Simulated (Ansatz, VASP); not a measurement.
**Au: VASP beside Ansatz**

```xyz
2
Lattice="2.8822 0.0000 0.0000 -1.4411 2.4960 0.0000 0.0000 0.0000 4.8057" Properties=species:S:1:pos:R:3 pbc="T T T"
Au    0.0000    1.6640    3.6043
Au    1.4411    0.8320    1.2014
```

Alike in both runs: functional PBE; dispersion D3(BJ); k mesh 18 × 18 × 10; occupations gaussian, width 0.1 eV; no spin polarisation.

Ansatz relaxed the structure, and its values are those at the end. VASP's run is a single point on that final structure, the one shown.

|  | VASP | Ansatz |
| --- | --- | --- |
| version | VASP 6.6.1 | Ansatz 0.2.0 |
| potentials or method | VASP PAW PBE potentials, release 64 (Au), cutoff 520 eV | scalar-relativistic, plane waves, PAW |
| valence electrons in the cell | 22 | 38 |

|  | VASP | Ansatz | Ansatz less VASP |
| --- | --- | --- | --- |
| gap on the k mesh at the Fermi level (eV) | none | none | - |
| pressure (GPa) | -0.2 | 0.0 | +0.21 |

A gap of «none» marks a metal or a gap that the smearing closes. VASP's potentials hold 22 valence electrons a cell and Ansatz's 38, so a difference there can come from the potentials and not from the codes.

Spin-orbit coupling is off throughout.
